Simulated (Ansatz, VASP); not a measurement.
**Two plane-wave programs on Ni**

File POSCAR:

```
Ni
1.0
    0.0000000000      1.7394930247      1.7394930247
    1.7394930247      0.0000000000      1.7394930247
    1.7394930247      1.7394930247      0.0000000000
Ni
1
Direct
    0.0000000000      0.0000000000      0.0000000000
```

INCAR.step1

```
PREC = Accurate ; ENCUT = 520
ISMEAR = 0 ; SIGMA = 0.05
LREAL = False ; LASPH = True
NELM = 150 ; ISPIN = 2
MAGMOM = 0.89 ; LMAXMIX = 4
NBANDS = 15 ; GGA = PE
ALGO = Normal ; EDIFF = 1E-4
LWAVE = True ; LCHARG = False
```

INCAR.step2

```
PREC = Accurate ; ENCUT = 520
EDIFF = 1E-6 ; ISMEAR = 0
SIGMA = 0.05 ; LREAL = False
LASPH = True ; NELM = 150
ALGO = Normal ; ISIF = 2
LWAVE = False ; LCHARG = False
ISPIN = 2 ; MAGMOM = 0.89
LORBIT = 11 ; LMAXMIX = 4
METAGGA = R2SCAN ; LMIXTAU = True
NBANDS = 15 ; ISTART = 1
```

Contents of KPOINTS:

```
Automatic mesh
0
Gamma
  20 20 20
```

Input for Ansatz:

```yaml
crystal:
  lattice:
    - [0.0, 1.7394930247, 1.7394930247]
    - [1.7394930247, 0.0, 1.7394930247]
    - [1.7394930247, 1.7394930247, 0.0]
  atoms:
    - { symbol: Ni, position: [0.0, 0.0, 0.0], spin: 0.89 }
basis:
  ecutwfc: 600
  ecutrho_ratio: 5
kpoints:
  mp_grid: { grid: [20, 20, 20] }
hamiltonian:
  xc: r2scan
scf:
  occupations: { method: gaussian, width: 0.05 }
output:
  forces: true
  stress: true
  eigenvalues: true
  populations: true
magnetization:
  spin_polarized: true
```

Alike in both runs: task single point; functional r2SCAN; k mesh 20 × 20 × 20; occupations gaussian, width 0.05 eV; collinear spin.

```csv
,VASP,Ansatz
version,VASP 6.6.1,Ansatz 0.2.0
potentials or method,"VASP PAW PBE potentials, release 64 (Ni), cutoff 520 eV","scalar-relativistic, plane waves, PAW"
valence electrons in the cell,10,18
```

Ansatz gave:

* gap on the k mesh at the Fermi level (eV): none
* pressure (GPa): 0.0
* net moment per atom (μB): 0.76
* size of the moment on the site where the two differ most (μB): 0.82

Which values does VASP return?

gap on the k mesh at the Fermi level (eV): none; pressure (GPa): 0.4; net moment per atom (μB): 0.73; size of the moment on the site where the two differ most (μB): 0.75.

VASP's potentials were made for PBE, not for r2SCAN. Site moments also hang on the region over which each program counts them. A gap of «none» marks a metal or a gap that the smearing closes. VASP's potentials hold 10 valence electrons a cell and Ansatz's 18, so a difference there can come from the potentials and not from the codes. Ansatz's warnings: stability check not made.
